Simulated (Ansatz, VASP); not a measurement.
**Si2Ni in VASP and in Ansatz**

```
Si Ni
1.0
     0.00000    2.72412    2.72412
     2.72412    0.00000    2.72412
     2.72412    2.72412    0.00000
Si Ni
2 1
Direct
  0.25000 0.25000 0.25000
  0.75000 0.75000 0.75000
  0.00000 0.00000 0.00000
```

Alike in both runs: functional PBE; k mesh 6 × 6 × 6; occupations gaussian, width 0.1 eV; no spin polarisation.

Ansatz relaxed the structure, and its values are those at the end. VASP's run is a single point on that final structure, the one shown.

```csv
,VASP,Ansatz
version,VASP 6.6.1,Ansatz 0.2.0
potentials or method,"VASP PAW PBE potentials, release 64 (Si, Ni), cutoff 600 eV","scalar-relativistic, plane waves, PAW"
valence electrons in the cell,18,26
```

Ansatz gave:

| Quantity | Value |
| --- | --- |
| gap on the k mesh at the Fermi level (eV) | none |
| pressure (GPa) | 0.2 |

Task: Which values does VASP return?

Result: gap on the k mesh at the Fermi level (eV): none; pressure (GPa): 0.1.

A gap of «none» marks a metal or a gap that the smearing closes. VASP's potentials hold 18 valence electrons a cell and Ansatz's 26, so a difference there can come from the potentials and not from the codes.
